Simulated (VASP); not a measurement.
Ir3Os, 4 atoms in the cell. Symmetry: Pm-3m, No. 221, cubic system. The conventional cell has a = 3.848 Å, b = 3.848 Å, c = 3.848 Å, α = 90.00°, β = 90.00°, γ = 90.00°. Os (site symmetry m-3m) has 12 Ir at 2.72 Å within 3.6 Å. Ir (site symmetry 4/mmm) has 4 Os at 2.72 Å and 8 Ir at 2.72 Å within 3.6 Å. 

| Property | Result |
| --- | --- |
| Program | VASP 6.6.1 |
| Task | relaxation of cell and atoms |
| Functional | PBEsol |
| Potentials or basis | VASP PAW PBE potentials, release 64 (Os, Ir) |
| Cutoff | 600 eV |
| k mesh | 7 × 7 × 7 |
| Occupations | fermi-dirac, width 0.05 eV |
| Spin | no spin polarisation |
| Target pressure | 5 GPa |
| Dipole correction | no |
| Further INCAR settings | ALGO = Normal; EDIFF = 1e-06; IBRION = 2; EDIFFG = -0.01; NSW = 80; ISIF = 3 |

Potentials or basis: VASP PAW PBE potentials, release 64 (Os, Ir).

The run is started by

```bash
$ cat potpaw_PBE.64/Os/POTCAR potpaw_PBE.64/Ir/POTCAR > POTCAR
$ mpirun -np 1 vasp_std > vasp.out
```

Hardware: 1 thread of Intel(R) Xeon(R) 6975P-C (Granite Rapids) (shared host).

Problem. How long does it take, and how much memory?

Solution. It took 38 s on 1 thread of Intel(R) Xeon(R) 6975P-C (Granite Rapids), on a shared host, peak memory 0.2 GiB. Counts: scf iterations 39, k points 20, ion steps 4.
